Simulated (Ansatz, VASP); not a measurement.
## SiNi: VASP beside Ansatz

The input INCAR:

```
  ALGO = Normal
  EDIFF = 1E-6
  ENCUT = 520
  GGA = CA
  ISIF = 2
  ISMEAR = -1
  LASPH = T
  LCHARG = F
  LREAL = F
  LWAVE = F
  NBANDS = 14
  NELM = 100
  PREC = Accurate
  SIGMA = 0.08
```

KPOINTS

```
k-points
0
Gamma
  16 16 16
```

File POSCAR:

```
SiNi
1.0
    0.0000000000      2.0806052026      2.0806052026
    2.0806052026      0.0000000000      2.0806052026
    2.0806052026      2.0806052026      0.0000000000
Ni Si
1 1
Direct
    0.0000000000      0.0000000000      0.0000000000
    0.5000000000      0.5000000000      0.5000000000
```

Input for Ansatz:

```yaml
crystal:
  lattice:
    - [0.0, 2.0806052026, 2.0806052026]
    - [2.0806052026, 0.0, 2.0806052026]
    - [2.0806052026, 2.0806052026, 0.0]
  atoms:
    - { symbol: Ni, position: [0.0, 0.0, 0.0] }
    - { symbol: Si, position: [0.5, 0.5, 0.5] }
kpoints:
  mp_grid: { grid: [16, 16, 16] }
scf:
  occupations: { method: fermi_dirac, width: 0.08 }
hamiltonian:
  xc: lda
  pseudopotentials: { kind: all_electron, lapw: { basis_error: 0.001 } }
output:
  forces: true
  stress: true
  eigenvalues: true
  populations: true
```

Change from the starting cell: volume scaled by 0.72, LAPW.

Alike in both runs: task single point; functional LDA; k mesh 16 × 16 × 16; occupations fermi-dirac, width 0.08 eV; no spin polarisation.

|  | VASP | Ansatz |
| --- | --- | --- |
| version | VASP 6.6.1 | Ansatz 0.2.0 |
| potentials or method | VASP PAW LDA potentials, release 64 (Ni, Si), cutoff 520 eV | all-electron LAPW, scalar-relativistic |

Ansatz gave:

```
pressure (GPa) : 112.1
```

Question: Estimate VASP's values.

Answer: Pressure (GPa): 113.4.

LDA's correlation is that of Perdew and Zunger in VASP and of Perdew and Wang (1992) in Ansatz. Both programs put the cell under a high pressure, so it lies far from rest at this level. Ansatz ran all-electron here, and VASP with PAW potentials.

Noted on VASP's run: the cell as given lies far from equilibrium.
